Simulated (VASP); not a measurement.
Write the native input for VASP 6.6.1 that does the following.

- Task: single point
- Functional: RPBE
- Dispersion: D4
- Potentials or basis: VASP PAW PBE potentials, release 64 (N, B)
- Cutoff: 520 eV
- k mesh: 12 × 12 × 6
- Occupations: fermi-dirac, width 0.05 eV
- Spin: no spin polarisation
- Dipole correction: no
- Further INCAR settings: ALGO = Normal; EDIFF = 1e-06; NBANDS = 16

The structure of BN lies in POSCAR:

```
BN
1.0
    2.5337684037      0.0000000000      0.0000000000
   -1.2668842019      2.1943078049      0.0000000000
    0.0000000000      0.0000000000      4.1912928899
N B
2 2
Direct
    0.3333333333      0.6666666667      0.1253420349
    0.6666666667      0.3333333333      0.6253420349
    0.3333333333      0.6666666667      0.4996579651
    0.6666666667      0.3333333333      0.9996579651
```

These files were run (other wordings do the same):

INCAR

```
SYSTEM = BN
PREC = Accurate
ENCUT = 520
EDIFF = 1E-6
ISMEAR = -1
SIGMA = 0.05
LREAL = .False.
LASPH = .True.
NELM = 60
ALGO = Normal
ISIF = 2
LWAVE = .False.
LCHARG = .False.
GGA = RP
IVDW = 13
NBANDS = 16
```

KPOINTS

```
regular mesh
0
Gamma
  12 12 6
  0 0 0
```

Potentials or basis: VASP PAW PBE potentials, release 64 (N, B).

The run is started by

```bash
$ cat potpaw_PBE.64/N/POTCAR potpaw_PBE.64/B/POTCAR > POTCAR
$ mpirun -np 1 vasp_std > vasp.out
```

Results of the run:

```yaml
Pressure: 0.3 GPa
Largest_force: 0.005 eV/Å
Band_gap_on_the_k_mesh: 5.22 eV, indirect (least direct gap 8.40 eV)
Dispersion_energy_per_atom: -0.594 eV
```

Caveat: the PAW data sets were made with another functional, which shifts forces and pressure a little.

It took 49 s on 1 thread of Intel(R) Xeon(R) Platinum 8488C (Sapphire Rapids), on a shared host, peak memory 0.14 GiB.
